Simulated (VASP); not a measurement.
**AlN (aluminium nitride): single point with r2SCAN**

AlN (aluminium nitride):

```xyz
4
Lattice="3.1066 0.0000 0.0000 -1.5533 2.6904 0.0000 0.0000 0.0000 4.9785" Properties=species:S:1:pos:R:3 pbc="T T T"
Al    0.0000    1.7936    0.0006
Al    1.5533    0.8968    2.4898
N     0.0000    1.7936    1.9003
N     1.5533    0.8968    4.3895
```

| Quantity | Value |
| --- | --- |
| Program | VASP 6.6.1 |
| Task | single point |
| Functional | r2SCAN |
| Potentials or basis | VASP PAW PBE potentials, release 64 (Al, N) |
| Cutoff | 520 eV |
| k mesh | 10 × 10 × 6 |
| Occupations | gaussian, width 0.01 eV |
| Spin | no spin polarisation |

```
Pressure               : -0.4 GPa
Largest force          : 0.003 eV/Å
Band gap on the k mesh : 4.92 eV, direct
```

Forces on the atoms (eV/Å):
```
Al   0.000  0.000 -0.003
Al   0.000  0.000 -0.003
N    0.000  0.000  0.003
N    0.000  0.000  0.003
```

Levels at points of the mesh, in eV from the valence-band top:
```
           k point  band 5  band 6  band 7  band 8  band 9  band 10  band 11  band 12
(0.00, 0.00, 0.00)   -0.88   -0.22   -0.22    0.00    4.92     7.54    11.62    12.05
(0.50, 0.00, 0.00)   -3.39   -2.14   -1.77   -0.71    6.45     6.56     9.05    11.26
(0.00, 0.00, 0.50)   -0.56   -0.56   -0.56   -0.56    7.26     7.26    11.32    11.32
(0.50, 0.00, 0.50)   -1.50   -1.50   -1.39   -1.39    6.00     6.00    10.15    10.15
```

It took 95 s on 1 thread of AMD EPYC 9R14 (Zen 4) (shared host), peak memory 0.15 GiB.

Caveat: the PAW data sets were made with another functional, which shifts forces and pressure a little. r2SCAN opens gaps a little over a GGA but as a rule still falls short of measured ones.
